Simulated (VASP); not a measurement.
# CdF2 (Fm-3m) in VASP: a series of runs

The runs below take CdF2 through single point, relaxation of cell and atoms, with r2SCAN+D3(BJ), r2SCAN.

Program: VASP 6.6.1. These are calculated values, not measurements. Logs are shortened: lines on timing, memory, paths and dates and some standing lists are left out, and cuts for length are marked.

**1. The cell of the first run**

The structure is cubic, space group Fm-3m (No. 225). Conventional cell: a = 5.410 Å, b = 5.410 Å, c = 5.410 Å, α = 90.00°, β = 90.00°, γ = 90.00°. Within 3.1 Å of Cd (site symmetry m-3m) lie 8 F at 2.34 Å. Within 3.1 Å of F (site symmetry -43m) lie 4 Cd at 2.34 Å and 6 F at 2.70 Å.

**2. Single point, r2SCAN+D3(BJ), collinear spin**

POSCAR

```
CdF2
1.0
    0.0000000000      2.7048280000      2.7048280000
    2.7048280000      0.0000000000      2.7048280000
    2.7048280000      2.7048280000      0.0000000000
Cd F
1 2
Direct
    0.0000000000      0.0000000000      0.0000000000
    0.2500000000      0.2500000000      0.2500000000
    0.7500000000      0.7500000000      0.7500000000
```

INCAR.step1

```
SYSTEM = CdF2
  ALGO = Normal
  EDIFF = 1E-4
  ENCUT = 520
  GGA = PE
  ISMEAR = -1
  ISPIN = 2
  LASPH = .True.
  LCHARG = .False.
  LREAL = .False.
  LWAVE = .True.
  MAGMOM = 0.2 0.2 0.2
  NBANDS = 24
  NELM = 150
  PREC = Accurate
  SIGMA = 0.0521
```

INCAR.step2

```
SYSTEM = CdF2
  ALGO = Normal
  EDIFF = 1E-6
  ENCUT = 520
  ISIF = 2
  ISMEAR = -1
  ISPIN = 2
  ISTART = 1
  IVDW = 12
  LASPH = .True.
  LCHARG = .False.
  LMIXTAU = .True.
  LORBIT = 11
  LREAL = .False.
  LWAVE = .False.
  MAGMOM = 0.2 0.2 0.2
  METAGGA = R2SCAN
  NBANDS = 24
  NELM = 150
  PREC = Accurate
  SIGMA = 0.0521
  VDW_A1 = 0.49484001
  VDW_A2 = 5.73083694
  VDW_S6 = 1.0
  VDW_S8 = 0.78981345
```

KPOINTS

```
k-points
0
Gamma
  6 6 6
  0 0 0
```

Potentials or basis: VASP PAW PBE potentials, release 64 (Cd, F).

On the command line:

```
$ cat potpaw_PBE.64/Cd/POTCAR potpaw_PBE.64/F/POTCAR > POTCAR
$ cp INCAR.step1 INCAR
$ mpirun -np 1 vasp_std > vasp.out
$ cp INCAR.step2 INCAR
$ mpirun -np 1 vasp_std > vasp.out
```

OUTCAR:

```text
SYSTEM = CdF2
   EDIFF = 1E-6
   ENCUT = 520
   ISIF = 2
   ISMEAR = -1
   ISPIN = 2
   ISTART = 1
   IVDW = 12
   LASPH = .True.
   LORBIT = 11
   LREAL = .False.
   METAGGA = R2SCAN
   NELM = 150
   PREC = Accurate
 IVDW          = 12

 ion  position               nearest neighbor table
   1  0.000  0.000  0.000-   2 2.34   3 2.34   3 2.34   3 2.34   3 2.34   2 2.34   2 2.34   2 2.34

   2  0.250  0.250  0.250-   1 2.34   1 2.34   1 2.34   1 2.34
   3  0.750  0.750  0.750-   1 2.34   1 2.34   1 2.34   1 2.34

  LATTYP: Found a face centered cubic cell.
 ALAT       =     5.4096560000

  Lattice vectors:

 A1 = (   0.0000000000,   2.7048280000,   2.7048280000)
 A2 = (   2.7048280000,   0.0000000000,   2.7048280000)
 A3 = (   2.7048280000,   2.7048280000,   0.0000000000)

Analysis of symmetry for initial positions (statically):
=====================================================================
 Subroutine PRICEL returns:
 Original cell was already a primitive cell.

 Routine SETGRP: Setting up the symmetry group for a
 face centered cubic supercell.

 Subroutine GETGRP returns: Found 48 space group operations
 (whereof 48 operations were pure point group operations)
 out of a pool of 48 trial point group operations.

The static configuration has the point symmetry O_h .

Analysis of symmetry for dynamics (positions and initial velocities):
=====================================================================
 Subroutine PRICEL returns:
 Original cell was already a primitive cell.

 Routine SETGRP: Setting up the symmetry group for a
 face centered cubic supercell.

 Subroutine GETGRP returns: Found 48 space group operations
 (whereof 48 operations were pure point group operations)
 out of a pool of 48 trial point group operations.

The dynamic configuration has the point symmetry O_h .

Analysis of structural, dynamic, and magnetic symmetry:
=====================================================================
 Subroutine PRICEL returns:
 Original cell was already a primitive cell.

 Routine SETGRP: Setting up the symmetry group for a
 face centered cubic supercell.

 Subroutine GETGRP returns: Found 48 space group operations
 (whereof 48 operations were pure point group operations)
 out of a pool of 48 trial point group operations.

The overall configuration has the point symmetry O_h .

 Subroutine INISYM returns: Found 48 space group operations
 (whereof 48 operations are pure point group operations),
 and found     1 'primitive' translations

----------------------------------------------------------------------------------------

                                     Primitive cell

  volume of cell :      39.5776

  direct lattice vectors                    reciprocal lattice vectors
     0.000000000  2.704828000  2.704828000    -0.184854638  0.184854638  0.184854638
     2.704828000  0.000000000  2.704828000     0.184854638 -0.184854638  0.184854638
     2.704828000  2.704828000  0.000000000     0.184854638  0.184854638 -0.184854638

  length of vectors
     3.825204441  3.825204441  3.825204441     0.320177625  0.320177625  0.320177625

  position of ions in fractional coordinates (direct lattice)
     0.000000000  0.000000000  0.000000000
     0.250000000  0.250000000  0.250000000
     0.750000000  0.750000000  0.750000000

  ion indices of the primitive-cell ions
   primitive index   ion index
                 1           1
                 2           2
                 3           3

----------------------------------------------------------------------------------------

 KPOINTS: k-points

Automatic generation of k-mesh.
 Grid dimensions read from file:
 generate k-points for:    6    6    6

 Generating k-lattice:

  Cartesian coordinates                     Fractional coordinates (reciprocal lattice)
    -0.030809106  0.030809106  0.030809106     0.166666667  0.000000000  0.000000000
     0.030809106 -0.030809106  0.030809106     0.000000000  0.166666667  0.000000000
     0.030809106  0.030809106 -0.030809106     0.000000000  0.000000000  0.166666667

  Length of vectors
     0.053362937  0.053362937  0.053362937

  Shift w.r.t. Gamma in fractional coordinates (k-lattice)
     0.000000000  0.000000000  0.000000000

 Subroutine IBZKPT returns following result:
 ===========================================

 Found     16 irreducible k-points:

 Following reciprocal coordinates:
            Coordinates               Weight
  0.000000  0.000000  0.000000      1.000000
  0.166667  0.000000  0.000000      8.000000
  0.333333  0.000000  0.000000      8.000000
  0.500000  0.000000  0.000000      4.000000
  0.166667  0.166667  0.000000      6.000000
  0.333333  0.166667  0.000000     24.000000
[... 8 lines left out ...]
 -0.333333  0.333333  0.166667     24.000000
 -0.333333  0.500000  0.166667     12.000000
   k-points           NKPTS =     16   k-points in BZ     NKDIM =     16   number of bands    NBANDS=     24
   number of dos      NEDOS =    301   number of ions     NIONS =      3
   total plane-waves  NPLWV =  21952
   dimension x,y,z NGX =    28 NGY =   28 NGZ =   28
   dimension x,y,z NGXF=    56 NGYF=   56 NGZF=   56
   ions per type =               1   2
   NGX,Y,Z   is equivalent  to a cutoff of  12.17, 12.17, 12.17 a.u.
   NGXF,Y,Z  is equivalent  to a cutoff of  24.34, 24.34, 24.34 a.u.
 SYSTEM =  CdF2
   PREC   = accura    normal or accurate (medium, high low for compatibility)
   ISTART =      1    job   : 0-new  1-cont  2-samecut
   ICHARG =      0    charge: 1-file 2-atom 10-const
   ISPIN  =      2    spin polarized calculation?
   LNONCOLLINEAR =      F non collinear calculations
   LSORBIT =      F    spin-orbit coupling
   LASPH  =      T    aspherical Exc in radial PAW
   ENCUT  =  520.0 eV  38.22 Ry    6.18 a.u.   7.11  7.11  7.11*2*pi/ulx,y,z
   NELM   =    150;   NELMIN=  2; NELMDL=  0     # of ELM steps
   EDIFF  = 0.1E-05   stopping-criterion for ELM
   LREAL  =      F    real-space projection
   EDIFFG = 0.1E-04   stopping-criterion for IOM
   NSW    =      0    number of steps for IOM
   IBRION =     -1    ionic relax: 0-MD 1-quasi-New 2-CG
   NFREE  =      0    steps in history (QN), initial steepest desc. (CG)
   ISIF   =      2    stress and relaxation
   ISYM   =      2    0-nonsym 1-usesym 2-fastsym
   POTIM  = 0.5000    time-step for ionic-motion
   TEBEG  =    0.0;   TEEND  =   0.0 temperature during run
   PSTRESS=    0.0 pullay stress
   NELECT =      26.0000    total number of electrons
   NUPDOWN=      -1.0000    fix difference up-down
   EMIN   =  10.00;   EMAX   =-10.00  energy-range for DOS
   EFERMI =   0.00;   METHOD = LEGACY
   ISMEAR =    -1;   SIGMA  =   0.05  broadening in eV -4-tet -1-fermi 0-gaus
   EFERMI_NEDOS =   21; number of points for ismear=-14 and -15
   IALGO  =     38    algorithm
   IMIX   =      4    mixing-type and parameters
     AMIX     =   0.40;   BMIX     =  1.00
     AMIX_MAG =   1.60;   BMIX_MAG =  1.00
  volume/ion in A,a.u.               =      13.19        89.03
  Fermi-wavevector in a.u.,A,eV,Ry     =   1.423147  2.689357 27.556507  2.025346
  Thomas-Fermi vector in A             =   2.543775
   LORBIT       =     11    0 simple, 1 ext, 2 COOP (PROOUT), +10 PAW based schemes
   METAGGA = R2SCAN    functional components
   LHFCALC =     F    Hartree Fock is set to
   AEXX    =    0.0000 exact exchange contribution
   IVDW    =    12    specifies the selected vdW correction
   LEPSILON=     F    determine dielectric tensor
   LRPA    =     F    only Hartree local field effects (RPA)
 spin polarized calculation
  energy-cutoff  :      520.00
  volume of cell :       39.58
 maximum number of plane-waves:      1090
   NGX = 15   NGY = 15   NGZ = 15

 number of electron      25.9999982 magnetization       0.0000000

 number of electron      25.9999982 magnetization      -0.0000000

 Free energy of the ion-electron system (eV)
  ---------------------------------------------------
  ext. energy  EPLUGINS =         0.00000000
  ---------------------------------------------------
  free energy    TOTEN  =       -33.72117525 eV

  energy without entropy =      -33.72117525  energy(sigma->0) =      -33.72117525

 E-fermi :  -0.7322     XC(G=0): -10.9782

 val. band max:       -1.9767718097   @ k =  -0.3333   0.5000   0.1667
 cond. band min:       1.7499202591   @ k =   0.0000   0.0000   0.0000
 fundamental gap:      3.7266920688
 Fermi energy:        -0.7322346182

 spin component 1

 k-point     1 :       0.0000    0.0000    0.0000
  band No.  band energies     occupation
      1     -23.8295      1.00000
      2     -22.7953      1.00000
      3      -7.5503      1.00000
      4      -7.5503      1.00000
      5      -7.5503      1.00000
      6      -6.3666      1.00000
[... 16 lines left out ...]
     23      22.5963      0.00000
     24      23.0160      0.00000

 k-point     2 :       0.1667    0.0000    0.0000
  band No.  band energies     occupation
      1     -23.7493      1.00000
      2     -22.8667      1.00000
      3      -7.4517      1.00000
      4      -7.4517      1.00000
      5      -7.2663      1.00000
      6      -6.3927      1.00000
[... 16 lines left out ...]
     23      22.5964      0.00000
     24      22.6039      0.00000
[... 349 lines left out ...]
     23      23.1681      0.00000
     24      26.7638      0.00000

 k-point    16 :      -0.3333    0.5000    0.1667
  band No.  band energies     occupation
      1     -23.3370      1.00000
      2     -23.2101      1.00000
      3      -7.0921      1.00000
      4      -6.6102      1.00000
      5      -6.5491      1.00000
      6      -6.4712      1.00000
[... 16 lines left out ...]
     23      25.4022      0.00000
     24      27.8120      0.00000
 Fermi energy:        -0.7322346182

 spin component 2

 k-point     1 :       0.0000    0.0000    0.0000
  band No.  band energies     occupation
      1     -23.8295      1.00000
      2     -22.7953      1.00000
      3      -7.5503      1.00000
      4      -7.5503      1.00000
      5      -7.5503      1.00000
      6      -6.3666      1.00000
[... 16 lines left out ...]
     23      22.5963      0.00000
     24      23.0160      0.00000

 k-point     2 :       0.1667    0.0000    0.0000
  band No.  band energies     occupation
      1     -23.7493      1.00000
      2     -22.8667      1.00000
      3      -7.4517      1.00000
      4      -7.4517      1.00000
      5      -7.2663      1.00000
      6      -6.3927      1.00000
[... 16 lines left out ...]
     23      22.5964      0.00000
     24      22.6039      0.00000
[... 349 lines left out ...]
     23      23.1681      0.00000
     24      26.7638      0.00000

 k-point    16 :      -0.3333    0.5000    0.1667
  band No.  band energies     occupation
      1     -23.3370      1.00000
      2     -23.2101      1.00000
      3      -7.0921      1.00000
      4      -6.6102      1.00000
      5      -6.5491      1.00000
      6      -6.4712      1.00000
[... 16 lines left out ...]
     23      25.4022      0.00000
     24      27.8120      0.00000

------------------------ aborting loop because EDIFF is reached ----------------------------------------

 Edisp (eV)   -0.23371

 E8    (eV) :    -0.0669

  FORCE on cell =-STRESS in cart. coord.  units (eV):
  Direction    XX          YY          ZZ          XY          YZ          ZX
  --------------------------------------------------------------------------------------
  -------------------------------------------------------------------------------------
  Total      -0.33319    -0.33319    -0.33319    -0.00000     0.00000    -0.00000
  in kB     -13.48836   -13.48836   -13.48836    -0.00000     0.00000    -0.00000
  external pressure =      -13.49 kB  Pullay stress =        0.00 kB

 VOLUME and BASIS-vectors are now :
 -----------------------------------------------------------------------------
  energy-cutoff  :      520.00
  volume of cell :       39.58
      direct lattice vectors                 reciprocal lattice vectors
     0.000000000  2.704828000  2.704828000    -0.184854638  0.184854638  0.184854638
     2.704828000  0.000000000  2.704828000     0.184854638 -0.184854638  0.184854638
     2.704828000  2.704828000  0.000000000     0.184854638  0.184854638 -0.184854638

 POSITION                                       TOTAL-FORCE (eV/Angst)
 -----------------------------------------------------------------------------------
      0.00000      0.00000      0.00000        -0.000000      0.000000      0.000000
      1.35241      1.35241      1.35241        -0.000000     -0.000000     -0.000000
      4.05724      4.05724      4.05724         0.000000      0.000000      0.000000
 -----------------------------------------------------------------------------------
    total drift:                                0.000000      0.000000      0.000000

  FREE ENERGIE OF THE ION-ELECTRON SYSTEM (eV)
  ---------------------------------------------------
  free  energy   TOTEN  =       -33.9548868626 eV

  energy  without entropy=      -33.9548868626  energy(sigma->0) =      -33.95488686

 total charge

# of ion       s       p       d       tot
------------------------------------------
    1        0.206   0.178   9.703  10.086
    2        1.742   4.370   0.000   6.113
    3        1.742   4.370   0.000   6.113
--------------------------------------------------
tot          3.690   8.919   9.703  22.312

 magnetization (x)

# of ion       s       p       d       tot
------------------------------------------
    1       -0.000  -0.000   0.000   0.000
    2       -0.000   0.000   0.000   0.000
    3       -0.000   0.000   0.000   0.000
--------------------------------------------------
tot         -0.000   0.000   0.000   0.000
```

It took 2.5 min on 1 thread of Intel Xeon 8259CL, shared host; peak memory 0.21 GiB.

What came out:

* Free energy: -33.9549 eV
* Pressure: -1.3 GPa
* Band gap on the k mesh: 3.73 eV (least direct gap 4.23 eV)
* Net moment: 0.00 μB per cell
* Valence electrons inside the program's atomic spheres: Cd 10.09; F 6.11
* Dispersion energy per atom: -0.078 eV

Levels at points of the mesh, in eV from the valence-band top:
Spin up:
| k point | band 11 | band 12 | band 13 | band 14 | band 15 | band 16 |
| --- | --- | --- | --- | --- | --- | --- |
| (0.00, 0.00, 0.00) | -0.50 | -0.50 | -0.50 | 3.73 | 13.57 | 13.57 |
| (0.50, 0.00, 0.00) | -1.78 | -0.39 | -0.39 | 7.91 | 9.68 | 15.50 |
| (0.50, 0.50, 0.00) | -0.47 | -0.07 | -0.07 | 8.79 | 10.49 | 12.18 |
Spin down:
| k point | band 11 | band 12 | band 13 | band 14 | band 15 | band 16 |
| --- | --- | --- | --- | --- | --- | --- |
| (0.00, 0.00, 0.00) | -0.50 | -0.50 | -0.50 | 3.73 | 13.57 | 13.57 |
| (0.50, 0.00, 0.00) | -1.78 | -0.39 | -0.39 | 7.91 | 9.68 | 15.50 |
| (0.50, 0.50, 0.00) | -0.47 | -0.07 | -0.07 | 8.79 | 10.49 | 12.18 |

Caveat: three body term missing; the PAW data sets were made with another functional, which shifts forces and pressure a little. r2SCAN opens gaps a little over a GGA but as a rule still falls short of measured ones.

[end of part 1 of 3]
